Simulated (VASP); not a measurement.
**AlCo: single point with PBEsol**

The system is AlCo.

```
Al Co
1.0
     2.70663    0.00000    0.00000
     0.00000    2.70663    0.00000
     0.00000    0.00000    2.59385
Al Co
1 1
Direct
  0.00000 0.00000 0.00000
  0.50000 0.50000 0.50000
```

This cell differs from its parent crystal: strain -0.040 along x and y, -0.080 along z.

```
Program                : VASP 6.6.1
Task                   : single point
Functional             : PBEsol
Potentials or basis    : VASP PAW PBE potentials, release 64 (Al, Co)
Cutoff                 : 520 eV
k mesh                 : 16 × 16 × 16
Occupations            : gaussian, width 0.15 eV
Spin                   : no spin polarisation
Dipole correction      : no
Further INCAR settings : ALGO = Fast; EDIFF = 1e-06; NBANDS = 13
```

| Item | Value |
| --- | --- |
| Pressure | 46.4 GPa |
| Band gap on the k mesh | zero (band 6 reaches 15.65 eV, above the bottom of band 7 at 12.91 eV) |

Stress tensor (GPa, compression positive):
```
41.47  0.00  0.00
 0.00 41.47  0.00
 0.00  0.00 56.29
```

Levels at points of the mesh, in eV from the Fermi level:
```
           k point  band 3  band 4  band 5  band 6  band 7  band 8  band 9  band 10
(0.00, 0.00, 0.00)   -3.93   -1.20   -0.97   -0.97    6.48    6.48    8.30     9.48
(0.50, 0.00, 0.00)   -3.21   -2.33   -1.93   -0.84    0.15    8.59   11.20    12.82
(0.50, 0.50, 0.00)   -3.29   -3.29   -1.76   -1.76   -0.41    2.79    4.46    16.12
(0.00, 0.00, 0.50)   -3.13   -2.30   -2.30   -1.00    0.67    8.63   11.31    11.31
(0.50, 0.00, 0.50)   -3.08   -2.78   -2.10   -2.05   -0.24    3.27    4.97    14.81
(0.50, 0.50, 0.50)   -4.91   -0.34   -0.12    2.33    2.33    2.58    6.16     6.21
```

It took 2.5 min on 1 thread of AMD EPYC 7R13 (shared host), peak memory 0.18 GiB.

Caveat: the cell differs from its parent crystal (strain -0.040 along x and y, -0.080 along z); the PAW data sets were made with another functional, which shifts forces and pressure a little. Spin polarisation is off, so any magnetic state and its effect on volume and gap are missing.
